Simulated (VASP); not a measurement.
Here is a VASP 6.6.1 calculation.

The input INCAR:

```
PREC     = Accurate       # precision mode
ENCUT    = 520            # plane-wave cutoff, eV
EDIFF    = 1E-6           # SCF threshold, eV
ISMEAR   = 0              # smearing method
SIGMA    = 0.1            # smearing width, eV
LREAL    = False          # projectors in reciprocal space
LASPH    = True           # aspherical terms in the spheres
NELM     = 80             # most SCF steps
ALGO     = Normal         # electronic algorithm
ISIF     = 2              # what is computed and relaxed
LWAVE    = False          # write WAVECAR
LCHARG   = True           # write CHGCAR
GGA      = PE             # functional
LELF     = True           # ELF
LVHAR    = True         
NBANDS   = 37             # bands
```

File KPOINTS:

```
Automatic mesh
0
Gamma
  3 3 4
```

POSCAR

```
Sr4HfO
1.0
    6.2152827700      0.0000000000      0.0000000000
   -3.1076413800      5.3825927700      0.0000000000
    0.0000000000      0.0000000000      4.7208895500
Sr Hf O
4 1 1
Direct
    0.3333333300      0.6666666700      0.0000000000
    0.1676396500      0.3352793100      0.5000000000
    0.6647206900      0.8323603500      0.5000000000
    0.1676396500      0.8323603500      0.5000000000
    0.6666666700      0.3333333300      0.0000000000
    0.0000000000      0.0000000000      0.0000000000
```

Potentials or basis: VASP PAW PBE potentials, release 64 (Sr_sv, Hf_pv, O).

Run with:

```console
$ cat potpaw_PBE.64/Sr_sv/POTCAR potpaw_PBE.64/Hf_pv/POTCAR potpaw_PBE.64/O/POTCAR > POTCAR
$ mpirun -np 1 vasp_std > vasp.out
```

(1) Estimate the band gap on the k mesh.

(2) Predict the largest force.

## Answers

(1) zero (bands 28 and 29 overlap by 0.40 eV).

(2) 3.445 eV/Å.

Caveat: the k points lie up to 0.39 Å⁻¹ apart; spin-orbit coupling is left out, which moves the levels of the heavy elements; forces of over 1 eV/Å act on the atoms, so gaps and moduli don't describe the material at rest.
